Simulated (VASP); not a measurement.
# TePt (P6_3/mmc) in VASP: single point with r2SCAN

Aim: the single point of TePt with r2SCAN.

Everything below comes from runs of VASP 6.6.1. Logs are shortened: lines on timing, memory, paths and dates and some standing lists are left out, and cuts for length are marked.

## (1) The cell of the first run

The structure is hexagonal, space group P6_3/mmc (No. 194). The conventional cell has a = 4.111 Å, b = 4.111 Å, c = 5.446 Å, α = 90.00°, β = 90.00°, γ = 120.00°. Within 3.7 Å of Te (site symmetry -6m2) lie 6 Pt at 2.74 Å and 6 Te at 3.61 Å. Within 3.6 Å of Pt (site symmetry -3m) lie 2 Pt at 2.72 Å and 6 Te at 2.74 Å.

## (2) Single point, r2SCAN

File POSCAR:

```
TePt
1.0
    4.1109998117      0.0000000000      0.0000000000
   -2.0554999058      3.5602302719      0.0000000000
    0.0000000000      0.0000000000      5.4460000000
Te Pt
2 2
Direct
    0.3333333333      0.6666666667      0.2500000000
    0.6666666667      0.3333333333      0.7500000000
    0.0000000000      0.0000000000      0.0000000000
    0.0000000000      0.0000000000      0.5000000000
```

File INCAR.step1:

```
SYSTEM = TePt
ALGO = Normal
EDIFF = 1E-4
ENCUT = 520
GGA = PE
ISMEAR = 0
LASPH = .TRUE.
LCHARG = .FALSE.
LREAL = .FALSE.
LWAVE = .TRUE.
NBANDS = 24
NELM = 60
PREC = Accurate
SIGMA = 0.15
```

File INCAR.step2:

```
SYSTEM = TePt
ALGO = Normal
EDIFF = 1E-7
ENCUT = 520
ISIF = 2
ISMEAR = 0
ISTART = 1
LASPH = .TRUE.
LCHARG = .FALSE.
LMIXTAU = .TRUE.
LREAL = .FALSE.
LWAVE = .FALSE.
METAGGA = R2SCAN
NBANDS = 24
NELM = 60
PREC = Accurate
SIGMA = 0.15
```

File KPOINTS:

```
k-points
0
G
  12 12 10
  0 0 0
```

Potentials or basis: VASP PAW PBE potentials, release 64 (Te, Pt).

Launch:

```console
$ cat potpaw_PBE.64/Te/POTCAR potpaw_PBE.64/Pt/POTCAR > POTCAR
$ cp INCAR.step1 INCAR
$ mpirun -np 1 vasp_std > vasp.out
$ cp INCAR.step2 INCAR
$ mpirun -np 1 vasp_std > vasp.out
```

OUTCAR:

```text
SYSTEM = TePt
   EDIFF = 1E-7
   ENCUT = 520
   ISIF = 2
   ISMEAR = 0
   ISTART = 1
   LASPH = .TRUE.
   LREAL = .FALSE.
   METAGGA = R2SCAN
   NELM = 60
   PREC = Accurate

 ion  position               nearest neighbor table
   1  0.333  0.667  0.250-   3 2.74   4 2.74   3 2.74   4 2.74   3 2.74   4 2.74   2 3.61   2 3.61
                             2 3.61   2 3.61   2 3.61   2 3.61
   2  0.667  0.333  0.750-   3 2.74   4 2.74   3 2.74   4 2.74   3 2.74   4 2.74   1 3.61   1 3.61
                             1 3.61   1 3.61   1 3.61   1 3.61
   3  0.000  0.000  0.000-   4 2.72   4 2.72   1 2.74   2 2.74   1 2.74   2 2.74   2 2.74   1 2.74

   4  0.000  0.000  0.500-   3 2.72   3 2.72   1 2.74   2 2.74   1 2.74   2 2.74   2 2.74   1 2.74

  LATTYP: Found a hexagonal cell.
 ALAT       =     4.1109998117
 C/A-ratio  =     1.3247385671

  Lattice vectors:

 A1 = (   4.1109998117,   0.0000000000,   0.0000000000)
 A2 = (  -2.0554999058,   3.5602302719,   0.0000000000)
 A3 = (   0.0000000000,   0.0000000000,   5.4460000000)

Analysis of symmetry for initial positions (statically):
=====================================================================
 Subroutine PRICEL returns:
 Original cell was already a primitive cell.

 Routine SETGRP: Setting up the symmetry group for a
 hexagonal supercell.

 Subroutine GETGRP returns: Found 24 space group operations
 (whereof 12 operations were pure point group operations)
 out of a pool of 24 trial point group operations.

The static configuration has the point symmetry D_3d.
 The point group associated with its full space group is D_6h.

Analysis of symmetry for dynamics (positions and initial velocities):
=====================================================================
 Subroutine PRICEL returns:
 Original cell was already a primitive cell.

 Routine SETGRP: Setting up the symmetry group for a
 hexagonal supercell.

 Subroutine GETGRP returns: Found 24 space group operations
 (whereof 12 operations were pure point group operations)
 out of a pool of 24 trial point group operations.

The dynamic configuration has the point symmetry D_3d.
 The point group associated with its full space group is D_6h.

 Subroutine INISYM returns: Found 24 space group operations
 (whereof 12 operations are pure point group operations),
 and found     1 'primitive' translations

[... 98 lines left out ...]
   EDIFF  = 0.1E-06   stopping-criterion for ELM
   LREAL  =      F    real-space projection
   EDIFFG = 0.1E-05   stopping-criterion for IOM
   NSW    =      0    number of steps for IOM
   IBRION =     -1    ionic relax: 0-MD 1-quasi-New 2-CG
   NFREE  =      0    steps in history (QN), initial steepest desc. (CG)
   ISIF   =      2    stress and relaxation
   ISYM   =      2    0-nonsym 1-usesym 2-fastsym
   POTIM  = 0.5000    time-step for ionic-motion
   TEBEG  =    0.0;   TEEND  =   0.0 temperature during run
   PSTRESS=    0.0 pullay stress
   NELECT =      32.0000    total number of electrons
   NUPDOWN=      -1.0000    fix difference up-down
   EMIN   =  10.00;   EMAX   =-10.00  energy-range for DOS
   EFERMI =   0.00;   METHOD = LEGACY
   ISMEAR =     0;   SIGMA  =   0.15  broadening in eV -4-tet -1-fermi 0-gaus
   EFERMI_NEDOS =   21; number of points for ismear=-14 and -15
   IALGO  =     38    algorithm
   IMIX   =      4    mixing-type and parameters
     AMIX     =   0.40;   BMIX     =  1.00
     AMIX_MAG =   1.60;   BMIX_MAG =  1.00
  volume/ion in A,a.u.               =      19.93       134.47
  Fermi-wavevector in a.u.,A,eV,Ry     =   1.207695  2.282212 19.844452  1.458526
  Thomas-Fermi vector in A             =   2.343325
   LORBIT       =      0    0 simple, 1 ext, 2 COOP (PROOUT), +10 PAW based schemes
   METAGGA = R2SCAN    functional components
   LHFCALC =     F    Hartree Fock is set to
   AEXX    =    0.0000 exact exchange contribution
   IVDW    =     0    specifies the selected vdW correction
   LEPSILON=     F    determine dielectric tensor
   LRPA    =     F    only Hartree local field effects (RPA)
 non-spin polarized calculation
 Gauss-broadening in eV      SIGMA  =   0.15
  energy-cutoff  :      520.00
  volume of cell :       79.71
 maximum number of plane-waves:      2187
 NGX is ok and might be reduce to    32
   NGX = 15   NGY = 15   NGZ = 21

 number of electron      31.9999996 magnetization

 Free energy of the ion-electron system (eV)
  ---------------------------------------------------
  ext. energy  EPLUGINS =         0.00000000
  ---------------------------------------------------
  free energy    TOTEN  =      -154.28861825 eV

  energy without entropy =     -154.26511377  energy(sigma->0) =     -154.27686601

 E-fermi :  10.8346     XC(G=0): -12.3651

 val. band max:       10.8342757767   @ k =   0.2500   0.2500   0.1000
 cond. band min:      10.8362060775   @ k =   0.2500   0.1667   0.3000
 fundamental gap:      0.0019303007
 Fermi energy:        10.8345847755

 k-point     1 :       0.0000    0.0000    0.0000
  band No.  band energies     occupation
      1      -4.5595      2.00000
      2      -1.2217      2.00000
      3       2.4879      2.00000
      4       3.6908      2.00000
      5       3.6908      2.00000
      6       4.4373      2.00000
[... 637 lines left out ...]
     23      17.7775      0.00000
     24      19.3236      0.00000

 [... further k-points ...]

------------------------ aborting loop because EDIFF is reached ----------------------------------------

  FORCE on cell =-STRESS in cart. coord.  units (eV):
  Direction    XX          YY          ZZ          XY          YZ          ZX
  --------------------------------------------------------------------------------------
  -------------------------------------------------------------------------------------
  Total        7.5731880      7.5731880      8.0577527      0.0000000      0.0000000     -0.0000000
  in kB      152.2250550    152.2250550    161.9650595      0.0000000      0.0000000     -0.0000000
  external PRESSURE =     155.4717232 kB  Pullay stress =       0.0000000 kB

 VOLUME and BASIS-vectors are now :
 -----------------------------------------------------------------------------
  energy-cutoff  :      520.00
  volume of cell :       79.71
      direct lattice vectors                 reciprocal lattice vectors
     4.110999812  0.000000000  0.000000000     0.243249829  0.140440354  0.000000000
    -2.055499906  3.560230272  0.000000000     0.000000000  0.280880708  0.000000000
     0.000000000  0.000000000  5.446000000     0.000000000  0.000000000  0.183621006

 POSITION                                       TOTAL-FORCE (eV/Angst)
 -----------------------------------------------------------------------------------
     -0.00000      2.37349      1.36150        -0.000000      0.000000      0.000000
      2.05550      1.18674      4.08450         0.000000     -0.000000      0.000000
      0.00000      0.00000      0.00000        -0.000000      0.000000      0.000000
      0.00000      0.00000      2.72300        -0.000000      0.000000      0.000000
 -----------------------------------------------------------------------------------
    total drift:                               -0.000000      0.000000     -0.000000

  FREE ENERGIE OF THE ION-ELECTRON SYSTEM (eV)
  ---------------------------------------------------
  free  energy   TOTEN  =      -154.2886182503 eV

  energy  without entropy=     -154.2651137716  energy(sigma->0) =     -154.27686601
```

OUTCAR.step1:

```text
SYSTEM = TePt
   EDIFF = 1E-4
   ENCUT = 520
   GGA = PE
   ISMEAR = 0
   LASPH = .TRUE.
   LREAL = .FALSE.
   NELM = 60
[... 881 lines left out ...]
      2.05550      1.18674      4.08450         0.000000     -0.000000      0.000000
      0.00000      0.00000      0.00000        -0.000000      0.000000      0.000000
      0.00000      0.00000      2.72300         0.000000      0.000000      0.000000
 -----------------------------------------------------------------------------------
    total drift:                               -0.000000      0.000000     -0.000000

  FREE ENERGIE OF THE ION-ELECTRON SYSTEM (eV)
  ---------------------------------------------------
  free  energy   TOTEN  =       -18.8468075182 eV

  energy  without entropy=      -18.8230115450  energy(sigma->0) =      -18.83490953
```

OSZICAR.step1:

```text
N       E                     dE             d eps       ncg     rms          rms(c)
DAV:   1     0.168502711121E+03    0.16850E+03   -0.14161E+04  5536   0.119E+03
DAV:   2    -0.124259214017E+02   -0.18093E+03   -0.16732E+03  6544   0.236E+02
DAV:   3    -0.191065753332E+02   -0.66807E+01   -0.65371E+01  6816   0.439E+01
DAV:   4    -0.191900426788E+02   -0.83467E-01   -0.83444E-01  6152   0.547E+00
DAV:   5    -0.191918365701E+02   -0.17939E-02   -0.17938E-02  6992   0.779E-01    0.246E+01
DAV:   6    -0.189275432006E+02    0.26429E+00   -0.67227E-01  6192   0.661E+00    0.147E+01
DAV:   7    -0.188672320201E+02    0.60311E-01   -0.16344E-01  5712   0.299E+00    0.203E+00
DAV:   8    -0.188466451931E+02    0.20587E-01   -0.64252E-02  5848   0.222E+00    0.909E-01
DAV:   9    -0.188469090206E+02   -0.26383E-03   -0.33758E-03  6792   0.310E-01    0.436E-01
DAV:  10    -0.188468532717E+02    0.55749E-04   -0.17068E-03  5808   0.262E-01    0.710E-02
DAV:  11    -0.188468075182E+02    0.45753E-04   -0.11128E-04  3888   0.865E-02
   1 F= -.18846808E+02 E0= -.18834910E+02  d E =-.237960E-01
```

Run time: 18 min. Hardware: 1 thread of Intel Xeon 8259CL, shared host; peak memory 0.35 GiB.

Results:

| Quantity | Value |
| --- | --- |
| Free energy | -154.2886 eV |
| Pressure | 15.5 GPa |
| Band gap on the k mesh | zero (bands 16 and 17 overlap by 1.53 eV) |

Caveat: the cell stands under pressure; the PAW data sets were made with another functional, which shifts forces and pressure a little; spin-orbit coupling is left out, which moves the levels of the heavy elements.
